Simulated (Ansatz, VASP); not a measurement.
**One calculation of Ge, two programs**

```xyz
1
Lattice="0.0000 2.0984 2.0984 2.0984 0.0000 2.0984 2.0984 2.0984 0.0000" Properties=species:S:1:pos:R:3 pbc="T T T"
Ge    0.0000    0.0000    0.0000
```

Alike in both runs: task single point; functional PBE; k mesh 10 × 10 × 10; occupations gaussian, width 0.0057 eV; no spin polarisation.

```csv
,VASP,Ansatz
version,VASP 6.6.1,Ansatz 0.2.0
potentials or method,"VASP PAW PBE potentials, release 64 (Ge_d), cutoff 500 eV","scalar-relativistic, plane waves, PAW"
valence electrons in the cell,14,14
```

|  | VASP | Ansatz | Ansatz less VASP |
| --- | --- | --- | --- |
| gap on the k mesh at the Fermi level (eV) | none | none | - |
| pressure (GPa) | 3.6 | 3.7 | +0.14 |

A gap of «none» marks a metal or a gap that the smearing closes.
